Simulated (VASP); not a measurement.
Write the native input for VASP 6.6.1 that does the following.

```
Task                   : relaxation of cell and atoms
Functional             : PBE
Potentials or basis    : VASP PAW PBE potentials, release 64 (Sn_d, Te)
Cutoff                 : 600 eV
k mesh                 : 6 × 4 × 4
Occupations            : gaussian, width 0.1 eV
Spin                   : no spin polarisation
Dipole correction      : no
Further INCAR settings : ALGO = Normal; EDIFF = 1e-06; IBRION = 2; EDIFFG = -0.04; NSW = 90; ISIF = 3
```

The structure of SnTe lies in POSCAR:

```
SnTe
1.0
    2.7034621400      0.0000000000      0.0000000000
    0.0000000000      4.4794703800      0.0000000000
    0.0000000000      0.0000000000      4.9464416100
Sn Te
1 1
Direct
    0.5000000000      0.0000000000      0.0000000000
    0.0000000000      0.0000000000      0.5000000000
```

The cell was generated, and may not be a known phase.

These files were run (other wordings do the same):

INCAR

```
SYSTEM = SnTe
PREC = Accurate
ENCUT = 600
EDIFF = 1E-6
ISMEAR = 0
SIGMA = 0.1
LREAL = .False.
LASPH = .True.
NELM = 100
ALGO = Normal
ISIF = 3
LWAVE = .False.
LCHARG = .False.
GGA = PE
IBRION = 2
NSW = 90
EDIFFG = -0.04
```

KPOINTS

```
Automatic mesh
0
Gamma
  6 4 4
  0 0 0
```

Potentials or basis: VASP PAW PBE potentials, release 64 (Sn_d, Te).

Launch:

```bash
$ cat potpaw_PBE.64/Sn_d/POTCAR potpaw_PBE.64/Te/POTCAR > POTCAR
$ mpirun -np 1 vasp_std > vasp.out
```

It gave:

* Relaxed volume: 31.27 Å³/atom
* Relaxed cell: a = 4.463 Å, b = 3.157 Å, c = 4.439 Å, α = 90.00°, β = 90.00°, γ = 90.00°
* Space group after relaxing (to 0.1 Å): P4/mmm (No. 123)
* Energy gained by relaxing: 1629.0 meV/atom
* Ionic steps: 36
* Pressure after relaxing: 0.0 GPa
* Band gap on the k mesh: zero (bands 10 and 11 overlap by 5.52 eV)

Caveat: the k points lie up to 0.50 Å⁻¹ apart in the final cell, too coarse for converged energies and pressures of a metal; a cell axis changed by over 15 % at a fixed basis, so the end point is rough; spin-orbit coupling is left out, which moves the levels of the heavy elements.

It took 14 min on 1 thread of Intel Xeon 8259CL, with other jobs on the host, peak memory 0.23 GiB.
